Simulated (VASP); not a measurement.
# NiO (R-3m) in VASP: notebook

The runs below take NiO through single point, electric field gradients, with PBE+U.

Everything below comes from runs of VASP 6.6.1. Logs are shortened: lines on timing, memory, paths and dates and some standing lists are left out, and cuts for length are marked.

### 1 The cell of the first run

The typed cell holds 4 atoms: a = 5.271 Å, b = 5.271 Å, c = 5.271 Å, α = 33.59°, β = 33.59°, γ = 33.59°.

### 2 Single point, PBE+U, collinear spin, antiferromagnetic start (9.99 Å³/atom)

INCAR reads:

```
SYSTEM = NiO
ALGO = Normal
EDIFF = 1E-6
ENCUT = 600
GGA = PE
GGA_COMPAT = .False.
ISIF = 2
ISMEAR = 0
ISPIN = 2
LASPH = .True.
LCHARG = .False.
LDAU = .True.
LDAUJ = 0 0
LDAUL = 2 -1
LDAUPRINT = 1
LDAUTYPE = 2
LDAUU = 6.2 0
LMAXMIX = 4
LORBIT = 11
LREAL = .False.
LWAVE = .False.
MAGMOM = 1.87 -1.87 0 0
NBANDS = 28
NELM = 200
PREC = Accurate
SIGMA = 0.05
```

KPOINTS reads:

```
k-points
0
Gamma
  10 10 10
  0 0 0
```

POSCAR reads:

```
NiO
1.0
   -2.1507960427     -2.1507960427      4.3050576540
   -4.3050576540     -2.1507960427      2.1507960427
   -2.1507960427     -4.3050576540      2.1507960427
Ni O
2 2
Direct
    0.0000000000      0.0000000000      0.0000000000
    0.5000000000      0.5000000000      0.5000000000
    1.2500000005     -0.7499999995     -0.7499999995
    1.7499999995     -0.2500000005     -0.2500000005
```

Potentials or basis: VASP PAW PBE potentials, release 64 (Ni, O).

On the command line:

```bash
$ cat potpaw_PBE.64/Ni/POTCAR potpaw_PBE.64/O/POTCAR > POTCAR
$ mpirun -np 1 vasp_std > vasp.out
```

OUTCAR:

```text
SYSTEM = NiO
   EDIFF = 1E-6
   ENCUT = 600
   GGA = PE
   ISIF = 2
   ISMEAR = 0
   ISPIN = 2
   LASPH = .True.
   LORBIT = 11
   LREAL = .False.
   NELM = 200
   PREC = Accurate

 ion  position               nearest neighbor table
   1  0.000  0.000  0.000-   4 2.15   4 2.15   4 2.15   3 2.15   3 2.15   3 2.15   2 3.04   2 3.04
                             2 3.04   2 3.04   2 3.04   2 3.04
   2  0.500  0.500  0.500-   3 2.15   4 2.15   3 2.15   4 2.15   4 2.15   3 2.15   1 3.04   1 3.04
                             1 3.04   1 3.04   1 3.04   1 3.04
   3  0.250  0.250  0.250-   1 2.15   1 2.15   1 2.15   2 2.15   2 2.15   2 2.15
   4  0.750  0.750  0.750-   1 2.15   1 2.15   1 2.15   2 2.15   2 2.15   2 2.15

  LATTYP: Found a trigonal (rhomboedric) cell.
 ALAT       =     5.2711828501
 COS(alpha) =     0.8329752918

  Lattice vectors:

 A1 = (  -2.1507960427,  -2.1507960427,   4.3050576540)
 A2 = (  -4.3050576540,  -2.1507960427,   2.1507960427)
 A3 = (  -2.1507960427,  -4.3050576540,   2.1507960427)

Analysis of symmetry for initial positions (statically):
=====================================================================
 Subroutine PRICEL returns following result:

  LATTYP: Found a trigonal (rhomboedric) cell.
 ALAT       =     3.0441359537
 COS(alpha) =     0.4991948389
[... 12 lines left out ...]
 Subroutine GETGRP returns: Found 12 space group operations
 (whereof 12 operations were pure point group operations)
 out of a pool of 12 trial point group operations.

The static configuration has the point symmetry D_3d.

Analysis of symmetry for dynamics (positions and initial velocities):
=====================================================================
 Subroutine PRICEL returns following result:

  LATTYP: Found a trigonal (rhomboedric) cell.
 ALAT       =     3.0441359537
 COS(alpha) =     0.4991948389
[... 12 lines left out ...]
 Subroutine GETGRP returns: Found 12 space group operations
 (whereof 12 operations were pure point group operations)
 out of a pool of 12 trial point group operations.

The dynamic configuration has the point symmetry D_3d.

Analysis of structural, dynamic, and magnetic symmetry:
=====================================================================
 Subroutine PRICEL returns following result:

  LATTYP: Found a trigonal (rhomboedric) cell.
 ALAT       =     3.0441359537
 COS(alpha) =     0.4991948389
[... 12 lines left out ...]
 Subroutine GETGRP returns: Found 12 space group operations
 (whereof 12 operations were pure point group operations)
 out of a pool of 12 trial point group operations.

The overall configuration has the point symmetry D_3d.

 Subroutine INISYM returns: Found 12 space group operations
 (whereof 12 operations are pure point group operations),
 and found     2 'primitive' translations

----------------------------------------------------------------------------------------

                                     Primitive cell

  volume of cell :      19.9711

  direct lattice vectors                    reciprocal lattice vectors
    -2.152528827  0.001732784  2.152528827    -0.232191545  0.232004630  0.232191545
    -2.152528827 -2.152528827 -0.001732784    -0.232191545 -0.232191545 -0.232004630
     0.001732784 -2.152528827  2.152528827     0.232004630 -0.232191545  0.232191545

  length of vectors
     3.044135954  3.044135954  3.044135954     0.402059666  0.402059666  0.402059666

  position of ions in fractional coordinates (direct lattice)
     0.000000000  0.000000000  0.000000000
     0.500000001  0.500000001  0.500000001

  ion indices of the primitive-cell ions
   primitive index   ion index
                 1           1
                 2           3

----------------------------------------------------------------------------------------

 KPOINTS: k-points

Automatic generation of k-mesh.
 Grid dimensions read from file:
 generate k-points for:   10   10   10

 Generating k-lattice:

  Cartesian coordinates                     Fractional coordinates (reciprocal lattice)
     0.011600232  0.011600232  0.034819386     0.100000000  0.000000000  0.000000000
    -0.034819386  0.011600232 -0.011600232     0.000000000  0.100000000  0.000000000
     0.011600232 -0.034819386 -0.011600232     0.000000000  0.000000000  0.100000000
[... 83 lines left out ...]
   angular momentum for each species LDAUL =     2   -1
   U (eV)           for each species LDAUU =   6.2  0.0
   J (eV)           for each species LDAUJ =   0.0  0.0
   GGA     = PE    functional components
   LHFCALC =     F    Hartree Fock is set to
   AEXX    =    0.0000 exact exchange contribution
   IVDW    =     0    specifies the selected vdW correction
   LEPSILON=     F    determine dielectric tensor
   LRPA    =     F    only Hartree local field effects (RPA)
 spin polarized calculation
 Gauss-broadening in eV      SIGMA  =   0.05
  energy-cutoff  :      600.00
  volume of cell :       39.94
 maximum number of plane-waves:      1350
   NGX = 21   NGY = 21   NGZ = 21

 number of electron      32.0000001 magnetization      -0.0000000

atom =   1  type =  1  l = 2

 onsite density matrix

spin component  1

  0.9812  0.0000 -0.0000  0.0000  0.0000
  0.0000  0.9812 -0.0000 -0.0000  0.0000
 -0.0000 -0.0000  1.0194 -0.0000  0.0000
  0.0000 -0.0000 -0.0000  0.9812 -0.0000
  0.0000  0.0000  0.0000 -0.0000  1.0194

spin component  2

  0.9794 -0.0000 -0.0001 -0.0000  0.0000
 -0.0000  0.9794 -0.0001  0.0000  0.0001
 -0.0001 -0.0001  0.1361 -0.0001  0.0000
 -0.0000  0.0000 -0.0001  0.9794 -0.0001
  0.0000  0.0001  0.0000 -0.0001  0.1361

 occupancies and eigenvectors

  o =  0.1361  v =  0.0000  0.0000  0.0000  0.0000  0.0000 -0.0002 -0.0001 -0.9999 -0.0001  0.0144      0.0000  0.0000  0.0000  0.0000  0.0000  0.0000  0.0000  0.0000  0.0000  0.0000
  o =  0.1361  v =  0.0000  0.0000  0.0000  0.0000  0.0000  0.0000 -0.0001  0.0144  0.0001  0.9999      0.0000  0.0000  0.0000  0.0000  0.0000  0.0000  0.0000  0.0000  0.0000  0.0000
  o =  0.9794  v =  0.0000  0.0000  0.0000  0.0000  0.0000 -0.5065 -0.8079  0.0001  0.3013 -0.0002      0.0000  0.0000  0.0000  0.0000  0.0000  0.0000  0.0000  0.0000  0.0000  0.0000
  o =  0.9794  v =  0.0000  0.0000  0.0000  0.0000  0.0000  0.6404 -0.1185 -0.0002  0.7589 -0.0001      0.0000  0.0000  0.0000  0.0000  0.0000  0.0000  0.0000  0.0000  0.0000  0.0000
  o =  0.9794  v =  0.0000  0.0000  0.0000  0.0000  0.0000 -0.5774  0.5774 -0.0000  0.5774 -0.0000      0.0000  0.0000  0.0000  0.0000  0.0000  0.0000  0.0000  0.0000  0.0000  0.0000
  o =  0.9812  v =  0.5774 -0.5774  0.0000 -0.5774  0.0000  0.0000  0.0000  0.0000  0.0000  0.0000      0.0000  0.0000  0.0000  0.0000  0.0000  0.0000  0.0000  0.0000  0.0000  0.0000
  o =  0.9812  v = -0.1000 -0.7518 -0.0001  0.6518  0.0004  0.0000  0.0000  0.0000  0.0000  0.0000      0.0000  0.0000  0.0000  0.0000  0.0000  0.0000  0.0000  0.0000  0.0000  0.0000
  o =  0.9812  v =  0.8104  0.3186  0.0004  0.4918  0.0001  0.0000  0.0000  0.0000  0.0000  0.0000      0.0000  0.0000  0.0000  0.0000  0.0000  0.0000  0.0000  0.0000  0.0000  0.0000
  o =  1.0194  v = -0.0002 -0.0004  0.5482  0.0002 -0.8364  0.0000  0.0000  0.0000  0.0000  0.0000      0.0000  0.0000  0.0000  0.0000  0.0000  0.0000  0.0000  0.0000  0.0000  0.0000
  o =  1.0194  v =  0.0003 -0.0000 -0.8364  0.0003 -0.5482  0.0000  0.0000  0.0000  0.0000  0.0000      0.0000  0.0000  0.0000  0.0000  0.0000  0.0000  0.0000  0.0000  0.0000  0.0000

atom =   2  type =  1  l = 2

 onsite density matrix

spin component  1

  0.9794 -0.0000 -0.0001 -0.0000  0.0000
 -0.0000  0.9794 -0.0001  0.0000  0.0001
 -0.0001 -0.0001  0.1361 -0.0001  0.0000
 -0.0000  0.0000 -0.0001  0.9794 -0.0001
  0.0000  0.0001  0.0000 -0.0001  0.1361

spin component  2

  0.9812  0.0000 -0.0000  0.0000  0.0000
  0.0000  0.9812 -0.0000 -0.0000  0.0000
 -0.0000 -0.0000  1.0194 -0.0000  0.0000
  0.0000 -0.0000 -0.0000  0.9812 -0.0000
  0.0000  0.0000  0.0000 -0.0000  1.0194

 occupancies and eigenvectors

  o =  0.1361  v = -0.0002 -0.0001 -0.9999 -0.0001  0.0168  0.0000  0.0000  0.0000  0.0000  0.0000      0.0000  0.0000  0.0000  0.0000  0.0000  0.0000  0.0000  0.0000  0.0000  0.0000
  o =  0.1361  v =  0.0000 -0.0001  0.0168  0.0001  0.9999  0.0000  0.0000  0.0000  0.0000  0.0000      0.0000  0.0000  0.0000  0.0000  0.0000  0.0000  0.0000  0.0000  0.0000  0.0000
  o =  0.9794  v = -0.7706 -0.1517  0.0002 -0.6190  0.0001  0.0000  0.0000  0.0000  0.0000  0.0000      0.0000  0.0000  0.0000  0.0000  0.0000  0.0000  0.0000  0.0000  0.0000  0.0000
  o =  0.9794  v =  0.2698  0.8023 -0.0001 -0.5325  0.0002  0.0000  0.0000  0.0000  0.0000  0.0000      0.0000  0.0000  0.0000  0.0000  0.0000  0.0000  0.0000  0.0000  0.0000  0.0000
  o =  0.9794  v = -0.5774  0.5774 -0.0000  0.5774  0.0000  0.0000  0.0000  0.0000  0.0000  0.0000      0.0000  0.0000  0.0000  0.0000  0.0000  0.0000  0.0000  0.0000  0.0000  0.0000
  o =  0.9812  v =  0.0000  0.0000  0.0000  0.0000  0.0000  0.5774 -0.5774 -0.0000 -0.5774 -0.0000      0.0000  0.0000  0.0000  0.0000  0.0000  0.0000  0.0000  0.0000  0.0000  0.0000
  o =  0.9812  v =  0.0000  0.0000  0.0000  0.0000  0.0000  0.2090 -0.5791  0.0001  0.7880  0.0004      0.0000  0.0000  0.0000  0.0000  0.0000  0.0000  0.0000  0.0000  0.0000  0.0000
  o =  0.9812  v =  0.0000  0.0000  0.0000  0.0000  0.0000  0.7893  0.5756  0.0004  0.2137 -0.0001      0.0000  0.0000  0.0000  0.0000  0.0000  0.0000  0.0000  0.0000  0.0000  0.0000
  o =  1.0194  v =  0.0000  0.0000  0.0000  0.0000  0.0000 -0.0000 -0.0003  0.0704  0.0003 -0.9975      0.0000  0.0000  0.0000  0.0000  0.0000  0.0000  0.0000  0.0000  0.0000  0.0000
  o =  1.0194  v =  0.0000  0.0000  0.0000  0.0000  0.0000  0.0004  0.0002 -0.9975  0.0002 -0.0704      0.0000  0.0000  0.0000  0.0000  0.0000  0.0000  0.0000  0.0000  0.0000  0.0000

 number of electron      32.0000001 magnetization       0.0000000

 Free energy of the ion-electron system (eV)
  ---------------------------------------------------
  ext. energy  EPLUGINS =         0.00000000
  ---------------------------------------------------
  free energy    TOTEN  =       -20.33733201 eV

  energy without entropy =      -20.33733201  energy(sigma->0) =      -20.33733201

 E-fermi :   5.4032     XC(G=0): -12.1147

 val. band max:        5.1798400650   @ k =   0.5000   0.5000   0.5000
 cond. band min:       7.9436542961   @ k =   0.0000   0.0000   0.0000
 fundamental gap:      2.7638142312
 Fermi energy:         5.4031537735

 spin component 1

 k-point     1 :       0.0000    0.0000    0.0000
  band No.  band energies     occupation
      1     -12.3941      1.00000
      2     -11.1945      1.00000
      3      -1.1720      1.00000
      4      -0.8570      1.00000
      5      -0.8570      1.00000
      6       0.8864      1.00000
[... 1481 lines left out ...]
     27      23.6642      0.00000
     28      26.1271      0.00000

 [... further k-points ...]

------------------------ aborting loop because EDIFF is reached ----------------------------------------

  FORCE on cell =-STRESS in cart. coord.  units (eV):
  Direction    XX          YY          ZZ          XY          YZ          ZX
  --------------------------------------------------------------------------------------
  -------------------------------------------------------------------------------------
  Total       -3.3713932     -3.3713932     -3.3713932      0.0091792     -0.0091792     -0.0091792
  in kB     -135.2349606   -135.2349606   -135.2349606      0.3682000     -0.3682000     -0.3682000
  external PRESSURE =    -135.2349606 kB  Pullay stress =       0.0000000 kB

 VOLUME and BASIS-vectors are now :
 -----------------------------------------------------------------------------
  energy-cutoff  :      600.00
  volume of cell :       39.94
      direct lattice vectors                 reciprocal lattice vectors
    -2.150796043 -2.150796043  4.305057654     0.116002315  0.116002315  0.348193860
    -4.305057654 -2.150796043  2.150796043    -0.348193860  0.116002315 -0.116002315
    -2.150796043 -4.305057654  2.150796043     0.116002315 -0.348193860 -0.116002315

 POSITION                                       TOTAL-FORCE (eV/Angst)
 -----------------------------------------------------------------------------------
      0.00000      0.00000      0.00000         0.000000      0.000000     -0.000000
     -4.30332     -4.30332      4.30332         0.000000      0.000000     -0.000000
     -2.15166     -2.15166      2.15166         0.000000      0.000000      0.000000
     -6.45499     -6.45499      6.45499        -0.000000     -0.000000     -0.000000
 -----------------------------------------------------------------------------------
    total drift:                                0.000000      0.000000      0.000000

  FREE ENERGIE OF THE ION-ELECTRON SYSTEM (eV)
  ---------------------------------------------------
  free  energy   TOTEN  =       -20.3373320116 eV

  energy  without entropy=      -20.3373320116  energy(sigma->0) =      -20.33733201

 total charge

# of ion       s       p       d       tot
------------------------------------------
    1        0.317   0.357   8.169   8.843
    2        0.317   0.357   8.169   8.843
    3        1.547   3.428   0.000   4.975
    4        1.547   3.428   0.000   4.975
--------------------------------------------------
tot          3.728   7.569  16.338  27.635

 magnetization (x)

# of ion       s       p       d       tot
------------------------------------------
    1       -0.000  -0.003   1.770   1.767
    2        0.000   0.003  -1.770  -1.767
    3        0.000   0.000   0.000   0.000
    4        0.000   0.000   0.000   0.000
--------------------------------------------------
tot          0.000   0.000   0.000   0.000
```

It took 9.4 min on 1 thread of Intel Xeon 6975P-C (Granite Rapids), shared host; peak memory 0.45 GiB.

What came out:

```yaml
Free_energy: -20.3373 eV
Pressure: -13.5 GPa
Band_gap_on_the_k_mesh: 2.76 eV
Net_moment: 0.00 μB per cell
Site_moments: Ni +1.77, -1.77; O +0.00 μB
Valence_electrons_inside_the_program's_atomic_spheres: Ni 8.84; O 4.97
```

Eigenvalues of the final occupation matrices:
| site | spin | trace | eigenvalues |
| --- | --- | --- | --- |
| site 1 d | 1 | 4.98 | 0.98 0.98 0.98 1.02 1.02 |
| site 1 d | 2 | 3.21 | 0.14 0.14 0.98 0.98 0.98 |
| site 2 d | 1 | 3.21 | 0.14 0.14 0.98 0.98 0.98 |
| site 2 d | 2 | 4.98 | 0.98 0.98 0.98 1.02 1.02 |

Caveat: the cell stands under tension. A k mesh can miss the band edges.

[end of part 1 of 2]
